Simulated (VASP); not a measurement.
# WSe2 (P6_3/mmc) in VASP: a series of runs

Runs on WSe2. Level: PBE+D3(BJ). Tasks: relaxation of cell and atoms.

Program: VASP 6.6.1. These are calculated values, not measurements. Logs are shortened: lines on timing, memory, paths and dates and some standing lists are left out, and cuts for length are marked.

## Step 1: The cell of the first run

It takes space group P6_3/mmc (No. 194, hexagonal). The conventional cell has a = 3.279 Å, b = 3.279 Å, c = 12.790 Å, α = 90.00°, β = 90.00°, γ = 120.00°. W (site symmetry -6m2) has 6 Se at 2.53 Å and 6 W at 3.28 Å within 3.3 Å. Se (site symmetry 3m) has 3 W at 2.53 Å and 7 Se at 3.28 to 3.37 Å within 3.4 Å.

## Step 2: Relaxation of cell and atoms, PBE+D3(BJ)

Contents of INCAR:

```
PREC = Accurate ; ENCUT = 600
EDIFF = 1E-6 ; ISMEAR = 0
SIGMA = 0.02 ; LREAL = F
LASPH = T ; NELM = 60
ALGO = Normal ; ISIF = 3
LWAVE = F ; LCHARG = F
GGA = PE ; IVDW = 12
IBRION = 2 ; NSW = 100
EDIFFG = -0.002
```

Contents of KPOINTS:

```
Automatic mesh
0
Gamma
  9 9 2
```

Contents of POSCAR:

```
WSe2
1.0
    3.2790490475      0.0000000000      0.0000000000
   -1.6395245237      2.8397397754      0.0000000000
    0.0000000000      0.0000000000     12.7900344843
W Se
2 4
Direct
    0.6666666667      0.3333333333      0.7500000000
    0.3333333333      0.6666666667      0.2500000000
    0.3333333333      0.6666666667      0.8816887242
    0.6666666667      0.3333333333      0.3816887242
    0.3333333333      0.6666666667      0.6183112758
    0.6666666667      0.3333333333      0.1183112758
```

Potentials or basis: VASP PAW PBE potentials, release 64 (W_sv, Se).

The run is started by

```sh
> cat potpaw_PBE.64/W_sv/POTCAR potpaw_PBE.64/Se/POTCAR > POTCAR
> mpirun -np 1 vasp_std > vasp.out
```

OUTCAR:

```text
PREC = Accurate
   ENCUT = 600
   EDIFF = 1E-6
   ISMEAR = 0
   LREAL = F
   LASPH = T
   NELM = 60
   ISIF = 3
   GGA = PE
   IVDW = 12
   IBRION = 2
   NSW = 100
   EDIFFG = -0.002
 IVDW          = 12

 ion  position               nearest neighbor table
   1  0.667  0.333  0.750-   3 2.53   5 2.53   3 2.53   5 2.53   3 2.53   5 2.53
   2  0.333  0.667  0.250-   4 2.53   6 2.53   4 2.53   6 2.53   4 2.53   6 2.53
   3  0.333  0.667  0.882-   1 2.53   1 2.53   1 2.53
   4  0.667  0.333  0.382-   2 2.53   2 2.53   2 2.53
   5  0.333  0.667  0.618-   1 2.53   1 2.53   1 2.53
   6  0.667  0.333  0.118-   2 2.53   2 2.53   2 2.53

  LATTYP: Found a hexagonal cell.
 ALAT       =     3.2790490475
 C/A-ratio  =     3.9005316173

  Lattice vectors:

 A1 = (   3.2790490475,   0.0000000000,   0.0000000000)
 A2 = (  -1.6395245237,   2.8397397754,   0.0000000000)
 A3 = (   0.0000000000,   0.0000000000,  12.7900344843)

Analysis of symmetry for initial positions (statically):
=====================================================================
 Subroutine PRICEL returns:
 Original cell was already a primitive cell.

 Routine SETGRP: Setting up the symmetry group for a
 hexagonal supercell.

 Subroutine GETGRP returns: Found 24 space group operations
 (whereof 12 operations were pure point group operations)
 out of a pool of 24 trial point group operations.

The static configuration has the point symmetry D_3d.
 The point group associated with its full space group is D_6h.

Analysis of symmetry for dynamics (positions and initial velocities):
=====================================================================
 Subroutine PRICEL returns:
 Original cell was already a primitive cell.

 Routine SETGRP: Setting up the symmetry group for a
 hexagonal supercell.

 Subroutine GETGRP returns: Found 24 space group operations
 (whereof 12 operations were pure point group operations)
 out of a pool of 24 trial point group operations.

The dynamic configuration has the point symmetry D_3d.
 The point group associated with its full space group is D_6h.

 Subroutine INISYM returns: Found 24 space group operations
 (whereof 12 operations are pure point group operations),
 and found     1 'primitive' translations

----------------------------------------------------------------------------------------

                                     Primitive cell

  volume of cell :     119.0963

  direct lattice vectors                    reciprocal lattice vectors
     3.279049048  0.000000000  0.000000000     0.304966466  0.176072471  0.000000000
[... 73 lines left out ...]
  0.333333  0.222222  0.500000     12.000000
  0.333333  0.333333  0.500000      2.000000
   k-points           NKPTS =     24   k-points in BZ     NKDIM =     24   number of bands    NBANDS=     31
   number of dos      NEDOS =    301   number of ions     NIONS =      6
   total plane-waves  NPLWV =  84672
   dimension x,y,z NGX =    28 NGY =   28 NGZ =  108
   dimension x,y,z NGXF=    56 NGYF=   56 NGZF=  216
   ions per type =               2   4
   NGX,Y,Z   is equivalent  to a cutoff of  14.20, 14.20, 14.04 a.u.
   NGXF,Y,Z  is equivalent  to a cutoff of  28.39, 28.39, 28.08 a.u.
 SYSTEM =  unknown system
   PREC   = accura    normal or accurate (medium, high low for compatibility)
   ISTART =      0    job   : 0-new  1-cont  2-samecut
   ICHARG =      2    charge: 1-file 2-atom 10-const
   ISPIN  =      1    spin polarized calculation?
   LNONCOLLINEAR =      F non collinear calculations
   LSORBIT =      F    spin-orbit coupling
   LASPH  =      T    aspherical Exc in radial PAW
   ENCUT  =  600.0 eV  44.10 Ry    6.64 a.u.   6.55  6.55 25.54*2*pi/ulx,y,z
   NELM   =     60;   NELMIN=  2; NELMDL= -5     # of ELM steps
   EDIFF  = 0.1E-05   stopping-criterion for ELM
   LREAL  =      F    real-space projection
   EDIFFG = -.2E-02   stopping-criterion for IOM
   NSW    =    100    number of steps for IOM
   IBRION =      2    ionic relax: 0-MD 1-quasi-New 2-CG
   NFREE  =      1    steps in history (QN), initial steepest desc. (CG)
   ISIF   =      3    stress and relaxation
   ISYM   =      2    0-nonsym 1-usesym 2-fastsym
   POTIM  = 0.5000    time-step for ionic-motion
   TEBEG  =    0.0;   TEEND  =   0.0 temperature during run
   PSTRESS=    0.0 pullay stress
   NELECT =      52.0000    total number of electrons
   NUPDOWN=      -1.0000    fix difference up-down
   EMIN   =  10.00;   EMAX   =-10.00  energy-range for DOS
   EFERMI =   0.00;   METHOD = LEGACY
   ISMEAR =     0;   SIGMA  =   0.02  broadening in eV -4-tet -1-fermi 0-gaus
   EFERMI_NEDOS =   21; number of points for ismear=-14 and -15
   IALGO  =     38    algorithm
   IMIX   =      4    mixing-type and parameters
     AMIX     =   0.40;   BMIX     =  1.00
     AMIX_MAG =   1.60;   BMIX_MAG =  1.00
  volume/ion in A,a.u.               =      19.85       133.95
  Fermi-wavevector in a.u.,A,eV,Ry     =   1.241967  2.346976 20.986726  1.542481
  Thomas-Fermi vector in A             =   2.376341
   LORBIT       =      0    0 simple, 1 ext, 2 COOP (PROOUT), +10 PAW based schemes
   GGA     = PE    functional components
   LHFCALC =     F    Hartree Fock is set to
   AEXX    =    0.0000 exact exchange contribution
   IVDW    =    12    specifies the selected vdW correction
   LEPSILON=     F    determine dielectric tensor
   LRPA    =     F    only Hartree local field effects (RPA)
 conjugate gradient relaxation of ions
 non-spin polarized calculation
 Gauss-broadening in eV      SIGMA  =   0.02
  energy-cutoff  :      600.00
  volume of cell :      119.10
 maximum number of plane-waves:      4047
 NGX is ok and might be reduce to    28
   NGX = 13   NGY = 13   NGZ = 51

--------------------------------------- Ionic step        1  -------------------------------------------

 number of electron      52.0000002 magnetization

 Free energy of the ion-electron system (eV)
  ---------------------------------------------------
  ext. energy  EPLUGINS =         0.00000000
  ---------------------------------------------------
  free energy    TOTEN  =       -43.07866925 eV

  energy without entropy =      -43.07866925  energy(sigma->0) =      -43.07866925

------------------------ aborting loop because EDIFF is reached ----------------------------------------

 Edisp (eV)   -2.85246

 E8    (eV) :    -1.2723
[... 167 lines left out ...]
--------------------------------------- Ionic step        5  -------------------------------------------

 number of electron      52.0000002 magnetization

 Free energy of the ion-electron system (eV)
  ---------------------------------------------------
  ext. energy  EPLUGINS =         0.00000000
  ---------------------------------------------------
  free energy    TOTEN  =       -43.08477468 eV

  energy without entropy =      -43.08477468  energy(sigma->0) =      -43.08477468

 E-fermi :   6.7208     XC(G=0): -10.8876

 val. band max:        6.4945386126   @ k =   0.0000   0.0000   0.0000
 cond. band min:       7.4890163448   @ k =   0.2222   0.1111   0.0000
 fundamental gap:      0.9944777322
 Fermi energy:         6.7207777222

 k-point     1 :       0.0000    0.0000    0.0000
  band No.  band energies     occupation
      1     -67.8481      2.00000
      2     -67.8480      2.00000
      3     -32.0962      2.00000
      4     -32.0961      2.00000
      5     -31.9601      2.00000
      6     -31.9601      2.00000
[... 842 lines left out ...]
  FREE ENERGIE OF THE ION-ELECTRON SYSTEM (eV)
  ---------------------------------------------------
  free  energy   TOTEN  =       -45.9314282510 eV

  energy  without entropy=      -45.9314282510  energy(sigma->0) =      -45.93142825

 reached required accuracy - stopping structural energy minimisation
```

OSZICAR:

```text
N       E                     dE             d eps       ncg     rms          rms(c)
DAV:   1     0.549360319501E+03    0.54936E+03   -0.30356E+04  1672   0.183E+03
DAV:   2    -0.876711211053E+01   -0.55813E+03   -0.54698E+03  1769   0.458E+02
DAV:   3    -0.440418822409E+02   -0.35275E+02   -0.34992E+02  1843   0.101E+02
DAV:   4    -0.449528396847E+02   -0.91096E+00   -0.90651E+00  1812   0.162E+01
[... 33 lines left out ...]
DAV:   2    -0.430845729846E+02    0.87010E-06   -0.49167E-06  1409   0.143E-02
   4 F= -.45931429E+02 E0= -.45931429E+02  d E =-.303142E-03
       N       E                     dE             d eps       ncg     rms          rms(c)
DAV:   1    -0.430847773466E+02   -0.20349E-03   -0.47574E-05  1614   0.595E-02    0.158E-02
DAV:   2    -0.430847752484E+02    0.20982E-05   -0.11494E-05  1697   0.216E-02    0.429E-03
DAV:   3    -0.430847746818E+02    0.56667E-06   -0.19941E-06   962   0.612E-03
   5 F= -.45931428E+02 E0= -.45931428E+02  d E =-.302120E-03
```

CONTCAR:

```text
WSe2
   1.00000000000000
     3.2809444009662934    0.0000000000000334   -0.0000000000000000
    -1.6404722004330889    2.8413811996509608    0.0000000000000000
    -0.0000000000000000    0.0000000000000000   12.8004772006752763
  W               Se
     2     4
Direct
     0.6666666667000030    0.3333333332999970    0.7500000000000000
     0.3333333332999970    0.6666666667000030    0.2500000000000000
     0.3333333332999970    0.6666666667000030    0.8817474653471190
     0.6666666667000030    0.3333333332999970    0.3817474653471188
     0.3333333332999970    0.6666666667000030    0.6182525346528810
     0.6666666667000030    0.3333333332999970    0.1182525346528811

  0.00000000E+00  0.00000000E+00  0.00000000E+00
  0.00000000E+00  0.00000000E+00  0.00000000E+00
  0.00000000E+00  0.00000000E+00  0.00000000E+00
  0.00000000E+00  0.00000000E+00  0.00000000E+00
  0.00000000E+00  0.00000000E+00  0.00000000E+00
  0.00000000E+00  0.00000000E+00  0.00000000E+00
```

It took 3.8 min on 1 thread of AMD EPYC 9R45 (Zen 5), shared host; peak memory 0.32 GiB.

What came out:

```yaml
Free_energy: -45.9314 eV
Relaxed_volume: 19.89 Å³/atom
Relaxed_cell: a = 3.281 Å, b = 3.281 Å, c = 12.800 Å, α = 90.00°, β = 90.00°, γ = 120.00°
Space_group_after_relaxing_to_0.1_Å: P6_3/mmc (No. 194)
Energy_gained_by_relaxing: 0.1 meV/atom
Ionic_steps: 5
Pressure_after_relaxing: 0.0 GPa
Band_gap_on_the_k_mesh: 0.99 eV (least direct gap 1.56 eV)
Dispersion_energy_per_atom: -0.474 eV
```

The path:
```tsv
step	energy change (eV)	largest force (eV/Å)	pressure (GPa)	volume (Å³)
1	0.0000	0.0480	0.34	119.10
2	0.0013	0.1007	-0.75	119.83
3	-0.0003	0.0020	0.01	119.32
4	-0.0003	0.0013	0.01	119.32
5	-0.0003	0.0005	0.00	119.33
```

Final structure:
```cif
data_structure
_symmetry_space_group_name_H-M 'P 1'
_symmetry_Int_Tables_number 1
_cell_length_a 3.2809
_cell_length_b 3.2809
_cell_length_c 12.8005
_cell_angle_alpha 90.000
_cell_angle_beta 90.000
_cell_angle_gamma 120.000
_cell_volume 119.33
loop_
_atom_site_label
_atom_site_type_symbol
_atom_site_fract_x
_atom_site_fract_y
_atom_site_fract_z
_atom_site_occupancy
W1 W 0.66667 0.33333 0.75000 1
W2 W 0.33333 0.66667 0.25000 1
Se1 Se 0.33333 0.66667 0.88175 1
Se2 Se 0.66667 0.33333 0.38175 1
Se3 Se 0.33333 0.66667 0.61825 1
Se4 Se 0.66667 0.33333 0.11825 1
```

Caveat: spin-orbit coupling is left out, which moves the levels of the heavy elements. A k mesh can miss the band edges.

## Step 3: Relaxation of cell and atoms, PBE+D3(BJ)

This run uses another cell than the first one, of 21.85 Å³/atom.

Contents of INCAR:

```
ALGO = Normal
EDIFF = 1E-7
EDIFFG = -0.002
ENCUT = 600
GGA = PE
IBRION = 2
ISIF = 3
ISMEAR = 0
IVDW = 12
LASPH = T
LCHARG = F
LREAL = F
LWAVE = F
NELM = 100
NSW = 100
PREC = Accurate
SIGMA = 0.02
```

Contents of KPOINTS:

```
k-points
0
Gamma
  9 9 2
```

Contents of POSCAR:

```
WSe2
1.0
    3.3199329200      0.0000000000      0.0000000000
   -1.6599664600      2.8751462500      0.0000000000
    0.0000000000      0.0000000000     13.7371873000
W Se
2 4
Direct
    0.6666666700      0.3333333300      0.7500000000
    0.3333333300      0.6666666700      0.2500000000
    0.3333333300      0.6666666700      0.8710007900
    0.6666666700      0.3333333300      0.3710007900
    0.3333333300      0.6666666700      0.6289992100
    0.6666666700      0.3333333300      0.1289992100
```

Potentials or basis: VASP PAW PBE potentials, release 64 (W_sv, Se).

The run is started by

```sh
> cat potpaw_PBE.64/W_sv/POTCAR potpaw_PBE.64/Se/POTCAR > POTCAR
> mpirun -np 1 vasp_std > vasp.out
```

Run time: 15 min. Hardware: 1 thread of AMD EPYC 9R45 (Zen 5), shared host; peak memory 0.34 GiB.

Results (log left out):

| Quantity | Value |
| --- | --- |
| Free energy | -45.9324 eV |
| Relaxed volume | 19.88 Å³/atom |
| Relaxed cell | a = 3.281 Å, b = 3.281 Å, c = 12.796 Å, α = 90.00°, β = 90.00°, γ = 120.00° |
| Space group after relaxing (to 0.1 Å) | P6_3/mmc (No. 194) |
| Energy gained by relaxing | 21.3 meV/atom |
| Ionic steps | 20 |
| Pressure after relaxing | 0.0 GPa |
| Band gap on the k mesh | 0.99 eV (least direct gap 1.56 eV) |
| Dispersion energy per atom | -0.475 eV |

The path:
```tsv
step	energy change (eV)	largest force (eV/Å)	pressure (GPa)	volume (Å³)
1	0.0000	0.2974	-1.32	131.13
2	-0.0299	0.3369	0.70	127.73
3	-0.0299	0.3376	0.73	127.68
4	-0.0372	0.1212	-1.35	127.68
5	-0.0401	0.0369	-0.63	127.68
6	-0.0604	0.0404	-0.57	126.36
7	-0.1098	0.0600	-0.15	122.40
8	-0.0770	0.0577	2.19	114.45
9	-0.1231	0.1551	0.71	120.02
10	-0.1246	0.1507	1.02	118.62
11	-0.1130	0.3070	-1.64	118.84
12	-0.1268	0.0194	0.25	118.68
13	-0.1268	0.0163	0.23	118.69
14	-0.1275	0.0016	0.07	119.03
15	-0.1276	0.0113	-0.02	119.21
16	-0.1276	0.0118	-0.02	119.22
17	-0.1276	0.0026	0.04	119.26
18	-0.1276	0.0008	0.03	119.25
19	-0.1276	0.0003	0.02	119.25
20	-0.1276	0.0006	-0.01	119.30
```

Final structure:
```xyz
6
Lattice="3.2811 0.0000 0.0000 -1.6405 2.8415 0.0000 0.0000 0.0000 12.7959" Properties=species:S:1:pos:R:3 pbc="T T T"
W     1.6405    0.9472    9.5969
W     0.0000    1.8943    3.1990
Se    0.0000    1.8943   11.2832
Se    1.6405    0.9472    4.8853
Se    0.0000    1.8943    7.9106
Se    1.6405    0.9472    1.5127
```

Levels at points of the mesh, in eV from the valence-band top:
| k point | band 23 | band 24 | band 25 | band 26 | band 27 | band 28 | band 29 | band 30 |
| --- | --- | --- | --- | --- | --- | --- | --- | --- |
| (0.00, 0.00, 0.00) | -1.45 | -1.19 | -0.96 | 0.00 | 2.62 | 2.62 | 2.67 | 2.69 |
| (0.00, 0.00, 0.50) | -1.49 | -1.49 | -0.20 | -0.20 | 2.62 | 2.62 | 2.62 | 2.62 |

Caveat: spin-orbit coupling is left out, which moves the levels of the heavy elements. A k mesh can miss the band edges.
